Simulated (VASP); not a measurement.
Set up this calculation in VASP 6.6.1, as the native input.

| Property | Result |
| --- | --- |
| Task | single point |
| Functional | PBE |
| Potentials or basis | VASP PAW PBE potentials, release 64 (Os, Br) |
| Cutoff | 520 eV |
| k mesh | 6 × 6 × 6 |
| Occupations | gaussian, width 0.05 eV |
| Spin | collinear spin |
| Starting moments | [2.65, 0.17, 0.17, 0.17] μB |
| Hubbard terms | Os d U = 2.0 eV |
| Dipole correction | no |
| Further INCAR settings | ALGO = Normal; EDIFF = 1e-07; NBANDS = 26 |

The structure of OsBr3 lies in POSCAR:

```
OsBr3
1.0
    5.2414132391      0.0000000000      0.0000000000
    0.0000000000      5.2414132391      0.0000000000
    0.0000000000      0.0000000000      5.2414132391
Os Br
1 3
Direct
    0.0000000000      0.0000000000      0.0000000000
    0.5000000000      0.0000000000      0.0000000000
    0.0000000000      0.0000000000      0.5000000000
    0.0000000000      0.5000000000      0.0000000000
```

The input as run:

INCAR

```
SYSTEM = OsBr3
PREC = Accurate
ENCUT = 520
EDIFF = 1E-7
ISMEAR = 0
SIGMA = 0.05
LREAL = .FALSE.
LASPH = .TRUE.
NELM = 150
ALGO = Normal
ISIF = 2
LWAVE = .FALSE.
LCHARG = .FALSE.
ISPIN = 2
MAGMOM = 2.65 0.17 0.17 0.17
LORBIT = 11
LMAXMIX = 4
LDAU = .TRUE.
LDAUTYPE = 2
LDAUL = 2 -1
LDAUU = 2 0
LDAUJ = 0 0
LDAUPRINT = 1
GGA = PE
NBANDS = 26
```

KPOINTS

```
regular mesh
0
G
  6 6 6
  0 0 0
```

Potentials or basis: VASP PAW PBE potentials, release 64 (Os, Br).

Run with:

```sh
$ cat potpaw_PBE.64/Os/POTCAR potpaw_PBE.64/Br/POTCAR > POTCAR
$ mpirun -np 1 vasp_std > vasp.out
```

It gave:

```yaml
Pressure: -1.3 GPa
Net_moment: 3.50 μB per cell
Site_moments: Os +3.08; Br +0.14 μB
Valence_electrons_inside_the_program's_atomic_spheres: Os 6.73; Br 4.83
```

Wall time 71 s on 1 thread of Intel(R) Xeon(R) 6975P-C (Granite Rapids) (shared host), peak memory 0.34 GiB.
